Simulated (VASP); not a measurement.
# ScAl2 (Fd-3m) in VASP: density of states with PBEsol

Aim: the density of states of ScAl2 with PBEsol.

Program: VASP 6.6.1. These are calculated values, not measurements. Logs are shortened: lines on timing, memory, paths and dates and some standing lists are left out, and cuts for length are marked.

### Step 1. The cell of the first run

It takes space group Fd-3m (No. 227, cubic). The conventional cell has a = 7.527 Å, b = 7.527 Å, c = 7.527 Å, α = 90.00°, β = 90.00°, γ = 90.00°. Sc (site symmetry -43m) has 12 Al at 3.12 Å and 4 Sc at 3.26 Å within 4.1 Å. Within 3.5 Å of Al (site symmetry -3m) lie 6 Al at 2.66 Å and 6 Sc at 3.12 Å.

### Step 2. Density of states, PBEsol

Input file POSCAR:

```
ScAl2
1.0
    0.0000000000      3.7634024213      3.7634024213
    3.7634024213      0.0000000000      3.7634024213
    3.7634024213      3.7634024213      0.0000000000
Sc Al
2 4
Direct
    0.5000000000      0.5000000000      0.5000000000
    0.7500000000      0.7500000000      0.7500000000
    0.1250000000      0.1250000000      0.1250000000
    0.6250000000      0.1250000000      0.1250000000
    0.1250000000      0.6250000000      0.1250000000
    0.1250000000      0.1250000000      0.6250000000
```

Input file INCAR.step1:

```
  PREC = Accurate
  ENCUT = 520
  EDIFF = 1E-7
  ISMEAR = 0
  SIGMA = 0.1
  LREAL = False
  LASPH = True
  NELM = 100
  ALGO = Normal
  ISIF = 2
  LWAVE = False
  LCHARG = True
  LMAXMIX = 4
  GGA = PS
  NBANDS = 26
```

Input file KPOINTS.step1:

```
regular mesh
0
Gamma
  8 8 8
```

Input file INCAR.step2:

```
  PREC = Accurate
  ENCUT = 520
  EDIFF = 1E-7
  ISMEAR = -5
  SIGMA = 0.1
  LREAL = False
  LASPH = True
  NELM = 100
  ALGO = Normal
  ISIF = 2
  LWAVE = False
  LCHARG = False
  LMAXMIX = 4
  GGA = PS
  LORBIT = 11
  NEDOS = 2001
  ICHARG = 11
```

Input file KPOINTS.step2:

```
regular mesh
0
Gamma
  12 12 12
```

Potentials or basis: VASP PAW PBE potentials, release 64 (Sc_sv, Al).

Command:

```sh
$ cat potpaw_PBE.64/Sc_sv/POTCAR potpaw_PBE.64/Al/POTCAR > POTCAR
$ cp INCAR.step1 INCAR
$ cp KPOINTS.step1 KPOINTS
$ mpirun -np 1 vasp_std > vasp.out
$ cp INCAR.step2 INCAR
$ cp KPOINTS.step2 KPOINTS
$ mpirun -np 1 vasp_std > vasp.out
```

OUTCAR:

```text
PREC = Accurate
   ENCUT = 520
   EDIFF = 1E-7
   ISMEAR = -5
   LREAL = False
   LASPH = True
   NELM = 100
   ISIF = 2
   GGA = PS
   LORBIT = 11
   ICHARG = 11

 ion  position               nearest neighbor table
   1  0.500  0.500  0.500-   3 3.12   5 3.12   6 3.12   3 3.12   4 3.12   6 3.12   3 3.12   4 3.12
                             5 3.12   4 3.12   5 3.12   6 3.12   2 3.26   2 3.26   2 3.26   2 3.26
   2  0.750  0.750  0.750-   4 3.12   5 3.12   6 3.12   3 3.12   4 3.12   5 3.12   3 3.12   4 3.12
                             6 3.12   3 3.12   5 3.12   6 3.12   1 3.26   1 3.26   1 3.26   1 3.26
   3  0.125  0.125  0.125-   4 2.66   5 2.66   6 2.66   6 2.66   5 2.66   4 2.66   1 3.12   2 3.12
                             1 3.12   2 3.12   1 3.12   2 3.12
   4  0.625  0.125  0.125-   3 2.66   6 2.66   5 2.66   3 2.66   5 2.66   6 2.66   2 3.12   1 3.12
                             1 3.12   2 3.12   2 3.12   1 3.12
   5  0.125  0.625  0.125-   3 2.66   6 2.66   3 2.66   4 2.66   6 2.66   4 2.66   2 3.12   1 3.12
                             2 3.12   2 3.12   1 3.12   1 3.12
   6  0.125  0.125  0.625-   3 2.66   3 2.66   4 2.66   5 2.66   5 2.66   4 2.66   1 3.12   2 3.12
                             1 3.12   2 3.12   1 3.12   2 3.12

  LATTYP: Found a face centered cubic cell.
 ALAT       =     7.5268048426

  Lattice vectors:

 A1 = (   0.0000000000,   3.7634024213,   3.7634024213)
 A2 = (   3.7634024213,   0.0000000000,   3.7634024213)
 A3 = (   3.7634024213,   3.7634024213,   0.0000000000)

Analysis of symmetry for initial positions (statically):
=====================================================================
 Subroutine PRICEL returns:
 Original cell was already a primitive cell.

 Routine SETGRP: Setting up the symmetry group for a
 face centered cubic supercell.

 Subroutine GETGRP returns: Found 48 space group operations
 (whereof 24 operations were pure point group operations)
 out of a pool of 48 trial point group operations.

The static configuration has the point symmetry T_d .
 The point group associated with its full space group is O_h .

Analysis of symmetry for dynamics (positions and initial velocities):
=====================================================================
 Subroutine PRICEL returns:
 Original cell was already a primitive cell.

 Routine SETGRP: Setting up the symmetry group for a
 face centered cubic supercell.

 Subroutine GETGRP returns: Found 48 space group operations
 (whereof 24 operations were pure point group operations)
 out of a pool of 48 trial point group operations.

The dynamic configuration has the point symmetry T_d .
[... 119 lines left out ...]
   TEBEG  =    0.0;   TEEND  =   0.0 temperature during run
   PSTRESS=    0.0 pullay stress
   NELECT =      34.0000    total number of electrons
   NUPDOWN=      -1.0000    fix difference up-down
   EMIN   =  10.00;   EMAX   =-10.00  energy-range for DOS
   EFERMI =   0.00;   METHOD = LEGACY
   ISMEAR =    -5;   SIGMA  =   0.10  broadening in eV -4-tet -1-fermi 0-gaus
   EFERMI_NEDOS =   21; number of points for ismear=-14 and -15
   IALGO  =     38    algorithm
   IMIX   =      4    mixing-type and parameters
     AMIX     =   0.40;   BMIX     =  1.00
     AMIX_MAG =   1.60;   BMIX_MAG =  1.00
  volume/ion in A,a.u.               =      17.77       119.90
  Fermi-wavevector in a.u.,A,eV,Ry     =   1.118520  2.113697 17.022076  1.251087
  Thomas-Fermi vector in A             =   2.255152
   LORBIT       =     11    0 simple, 1 ext, 2 COOP (PROOUT), +10 PAW based schemes
   GGA     = PS    functional components
   LHFCALC =     F    Hartree Fock is set to
   AEXX    =    0.0000 exact exchange contribution
   IVDW    =     0    specifies the selected vdW correction
   LEPSILON=     F    determine dielectric tensor
   LRPA    =     F    only Hartree local field effects (RPA)
 non-spin polarized calculation
 Fermi weights with tetrahedron method with Bloechl corrections
  energy-cutoff  :      520.00
  volume of cell :      106.60
 maximum number of plane-waves:      2884

 number of electron      34.0000001 magnetization

 Free energy of the ion-electron system (eV)
  ---------------------------------------------------
  ext. energy  EPLUGINS =         0.00000000
  ---------------------------------------------------
  free energy    TOTEN  =       -32.51131660 eV

  energy without entropy =      -32.51131660  energy(sigma->0) =      -32.51131660

 E-fermi :   6.5191     XC(G=0): -10.4504

 val. band max:        6.5483466742   @ k =   0.4167   0.2500   0.0000
 cond. band min:       6.5211968302   @ k =  -0.4167   0.4167   0.1667
 fundamental gap:     -0.0271498440
 Fermi energy:         6.5190830708

 k-point     1 :       0.0000    0.0000    0.0000
  band No.  band energies     occupation
      1     -42.5512      2.00000
      2     -42.5089      2.00000
      3     -21.3308      2.00000
      4     -21.3308      2.00000
      5     -21.3308      2.00000
      6     -21.2174      2.00000
[... 565 lines left out ...]
     20       8.0944      0.00000
     21       8.1679      0.00000

 [... further k-points ...]
[... 5 lines left out ...]
  --------------------------------------------------------------------------------------
  -------------------------------------------------------------------------------------
  Total        0.0400115      0.0400115      0.0400115      0.0000000     -0.0000000      0.0000000
  in kB        0.6013454      0.6013454      0.6013454      0.0000000     -0.0000000      0.0000000
  external PRESSURE =       0.6013454 kB  Pullay stress =       0.0000000 kB

 VOLUME and BASIS-vectors are now :
 -----------------------------------------------------------------------------
  energy-cutoff  :      520.00
  volume of cell :      106.60
      direct lattice vectors                 reciprocal lattice vectors
     0.000000000  3.763402421  3.763402421    -0.132858500  0.132858500  0.132858500
     3.763402421  0.000000000  3.763402421     0.132858500 -0.132858500  0.132858500
     3.763402421  3.763402421  0.000000000     0.132858500  0.132858500 -0.132858500

 POSITION                                       TOTAL-FORCE (eV/Angst)
 -----------------------------------------------------------------------------------
      3.76340      3.76340      3.76340        -0.000000      0.000000      0.000000
      5.64510      5.64510      5.64510         0.000000     -0.000000     -0.000000
      0.94085      0.94085      0.94085        -0.000000     -0.000000     -0.000000
      0.94085      2.82255      2.82255         0.000000     -0.000000     -0.000000
      2.82255      0.94085      2.82255        -0.000000     -0.000000     -0.000000
      2.82255      2.82255      0.94085         0.000000     -0.000000     -0.000000
 -----------------------------------------------------------------------------------
    total drift:                               -0.000000     -0.000000      0.000000

  FREE ENERGIE OF THE ION-ELECTRON SYSTEM (eV)
  ---------------------------------------------------
  free  energy   TOTEN  =       -32.5113165970 eV

  energy  without entropy=      -32.5113165970  energy(sigma->0) =      -32.51131660

 total charge

# of ion       s       p       d       tot
------------------------------------------
    1        2.190   6.125   1.093   9.409
    2        2.190   6.125   1.093   9.409
    3        0.412   0.415   0.000   0.828
    4        0.412   0.415   0.000   0.828
    5        0.412   0.415   0.000   0.828
    6        0.412   0.415   0.000   0.828
--------------------------------------------------
tot          6.029  13.911   2.187  22.128
```

OUTCAR.step1:

```text
PREC = Accurate
   ENCUT = 520
   EDIFF = 1E-7
   ISMEAR = 0
   LREAL = False
[... 940 lines left out ...]
      0.94085      0.94085      0.94085        -0.000000     -0.000000      0.000000
      0.94085      2.82255      2.82255        -0.000000     -0.000000      0.000000
      2.82255      0.94085      2.82255        -0.000000     -0.000000      0.000000
      2.82255      2.82255      0.94085        -0.000000     -0.000000      0.000000
 -----------------------------------------------------------------------------------
    total drift:                               -0.000000     -0.000000      0.000000

  FREE ENERGIE OF THE ION-ELECTRON SYSTEM (eV)
  ---------------------------------------------------
  free  energy   TOTEN  =       -32.5129285664 eV

  energy  without entropy=      -32.4877431995  energy(sigma->0) =      -32.50033588
```

OSZICAR.step1:

```text
N       E                     dE             d eps       ncg     rms          rms(c)
DAV:   1     0.386546660028E+03    0.38655E+03   -0.14655E+04  1532   0.122E+03
DAV:   2    -0.329405133370E+01   -0.38984E+03   -0.37995E+03  1892   0.459E+02
DAV:   3    -0.348995199776E+02   -0.31605E+02   -0.30019E+02  2444   0.136E+02
DAV:   4    -0.359817317686E+02   -0.10822E+01   -0.10607E+01  2456   0.223E+01
DAV:   5    -0.359996690081E+02   -0.17937E-01   -0.17919E-01  2456   0.336E+00    0.105E+01
DAV:   6    -0.326249357959E+02    0.33747E+01   -0.15260E+01  2440   0.288E+01    0.333E+00
DAV:   7    -0.325695814398E+02    0.55354E-01   -0.73908E-01  2480   0.642E+00    0.204E+00
DAV:   8    -0.325147655726E+02    0.54816E-01   -0.92614E-02  2312   0.247E+00    0.407E-01
DAV:   9    -0.325132814491E+02    0.14841E-02   -0.11901E-02  2416   0.111E+00    0.195E-01
DAV:  10    -0.325129343354E+02    0.34711E-03   -0.10287E-03  2656   0.265E-01    0.608E-02
DAV:  11    -0.325129404743E+02   -0.61389E-05   -0.92271E-05  2576   0.676E-02    0.314E-02
DAV:  12    -0.325129285838E+02    0.11891E-04   -0.65054E-05  2312   0.795E-02    0.409E-03
DAV:  13    -0.325129284671E+02    0.11670E-06   -0.33558E-06  2504   0.149E-02    0.238E-03
DAV:  14    -0.325129285664E+02   -0.99384E-07   -0.38607E-07  1992   0.445E-03
   1 F= -.32512929E+02 E0= -.32500336E+02  d E =-.251854E-01
```

It took 1.8 min on 1 thread of Intel Xeon 6975P-C (Granite Rapids), shared host; peak memory 0.31 GiB.

Results:

| Quantity | Value |
| --- | --- |
| Valence electrons inside the program's atomic spheres | Sc 9.41; Al 0.83 |

Levels at points of the mesh, in eV from the Fermi level:
```
           k point  band 14  band 15  band 16  band 17  band 18  band 19  band 20  band 21
(0.00, 0.00, 0.00)    -2.40    -2.40    -2.40    -1.70    -1.70     0.36     2.16     2.16
(0.50, 0.00, 0.00)    -1.85    -1.85    -0.34    -0.13    -0.13     1.69     1.69     1.97
(0.50, 0.50, 0.00)    -3.55     0.27     0.27     0.69     0.69     0.84     0.84     1.07
```

Caveat: the PAW data sets were made with another functional, which shifts forces and pressure a little; tetrahedron occupations give inexact forces and stress in metals.
